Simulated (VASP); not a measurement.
Set up this calculation in VASP 6.6.1, as the native input.

- Task: single point
- Functional: PBE
- Potentials or basis: VASP PAW PBE potentials, release 64 (Ba_sv, Hf_pv, O)
- Cutoff: 520 eV
- k mesh: 12 × 12 × 6
- Occupations: gaussian, width 0.02 eV
- Spin: no spin polarisation
- Dipole correction: no
- Further INCAR settings: ALGO = Normal; EDIFF = 1e-06; NBANDS = 27

The structure of BaHfO3 lies in POSCAR:

```
BaHfO3
1.0
    3.6847735179      0.0000000000      0.0000000000
   -1.8423867589      3.1911074737      0.0000000000
    0.0000000000      0.0000000000      7.5347547027
Ba Hf O
1 1 3
Direct
    0.6666666667      0.3333333333      0.0400428654
    0.3333333333      0.6666666667      0.5431614872
    0.0000000000      0.0000000000      0.5504369561
    0.0000000000      0.0000000000      0.2129364518
    0.3333333333      0.6666666667      0.7875587596
```

The cell was built from a structure type or drawn by symmetry, and may not be a known phase.

One way to write it, as run:

INCAR

```
SYSTEM = BaHfO3
PREC = Accurate ; ENCUT = 520
EDIFF = 1E-6 ; ISMEAR = 0
SIGMA = 0.02 ; LREAL = .FALSE.
LASPH = .TRUE. ; NELM = 80
ALGO = Normal ; ISIF = 2
LWAVE = .FALSE. ; LCHARG = .FALSE.
GGA = PE ; NBANDS = 27
```

KPOINTS

```
regular mesh
0
G
  12 12 6
  0 0 0
```

Potentials or basis: VASP PAW PBE potentials, release 64 (Ba_sv, Hf_pv, O).

Command:

```sh
$ cat potpaw_PBE.64/Ba_sv/POTCAR potpaw_PBE.64/Hf_pv/POTCAR potpaw_PBE.64/O/POTCAR > POTCAR
$ mpirun -np 1 vasp_std > vasp.out
```

It gave:

```yaml
Pressure: 0.6 GPa
Largest_force: 0.282 eV/Å
Band_gap_on_the_k_mesh: 0.52 eV
```

Caveat: spin-orbit coupling is left out, which moves the levels of the heavy elements.

Run time: 110 s on 1 thread of Intel(R) Xeon(R) 6975P-C (Granite Rapids) (shared host), peak memory 0.37 GiB.
